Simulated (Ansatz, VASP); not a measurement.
Two plane-wave programs on Be3N2

The input INCAR:

```
SYSTEM = Be3N2
ALGO = Normal ; EDIFF = 1E-6
ENCUT = 520 ; GGA = CA
ISIF = 2 ; ISMEAR = 0
LASPH = .TRUE. ; LCHARG = .FALSE.
LREAL = .FALSE. ; LWAVE = .FALSE.
NBANDS = 16 ; NELM = 80
PREC = Accurate ; SIGMA = 0.05
```

File KPOINTS:

```
k-points
0
G
  9 9 6
  0 0 0
```

The input POSCAR:

```
Be3N2
1.0
    2.8177777140      0.0000000000      0.0000000000
   -1.4088888570      2.4402670826      0.0000000000
    0.0000000000      0.0000000000      4.6670220000
Be N
3 2
Direct
    0.0080798034      0.0059148266      0.0030927124
    0.6747464701      0.3392481600      0.6527257124
    0.3414131368      0.6725814933      0.3534597124
    0.3333333333      0.6666666667      0.7470580000
    0.6666666667      0.3333333333      0.2529420000
```

Input for Ansatz:

```yaml
crystal:
  lattice:
    - [2.817777714, 0.0, 0.0]
    - [-1.408888857, 2.4402670826, 0.0]
    - [0.0, 0.0, 4.667022]
  atoms:
    - { symbol: Be, position: [0.0080798034, 0.0059148266, 0.0030927124] }
    - { symbol: Be, position: [0.6747464701, 0.33924816, 0.6527257124] }
    - { symbol: Be, position: [0.3414131368, 0.6725814933, 0.3534597124] }
    - { symbol: "N", position: [0.3333333333, 0.6666666667, 0.747058] }
    - { symbol: "N", position: [0.6666666667, 0.3333333333, 0.252942] }
basis:
  ecutwfc: 420
kpoints:
  mp_grid: { grid: [9, 9, 6] }
hamiltonian:
  xc: lda
scf:
  occupations: { method: gaussian, width: 0.05 }
output:
  forces: true
  stress: true
  eigenvalues: true
```

Change from the starting cell: all Be atoms moved +0.025 Å, as atom 1 along Cartesian [1 1 1].

Alike in both runs: task single point; functional LDA; k mesh 9 × 9 × 6; occupations gaussian, width 0.05 eV; no spin polarisation.

```csv
,VASP,Ansatz
version,VASP 6.6.1,Ansatz 0.2.0
potentials or method,"VASP PAW LDA potentials, release 64 (Be, N), cutoff 520 eV","scalar-relativistic, plane waves, PAW"
valence electrons in the cell,16,16
```

Ansatz gave:

| Property | Result |
| --- | --- |
| gap on the k mesh at the Fermi level (eV) | 4.24 |
| least direct gap on the mesh (eV) | 5.95 |
| pressure (GPa) | -10.0 |
| traceless stress, the component that is largest in VASP (GPa) | 0.49 |
| rms of the force components (eV/Å) | 0.128 |

Task: Which values does VASP return?

Result: gap on the k mesh at the Fermi level (eV): 4.23; least direct gap on the mesh (eV): 5.94; pressure (GPa): -9.4; traceless stress, the component that is largest in VASP (GPa): 0.52; rms of the force components (eV/Å): 0.128.

LDA's correlation is that of Perdew and Zunger in VASP and of Perdew and Wang (1992) in Ansatz. Atom by atom the forces differ by 0.004 eV/Å (rms over components).
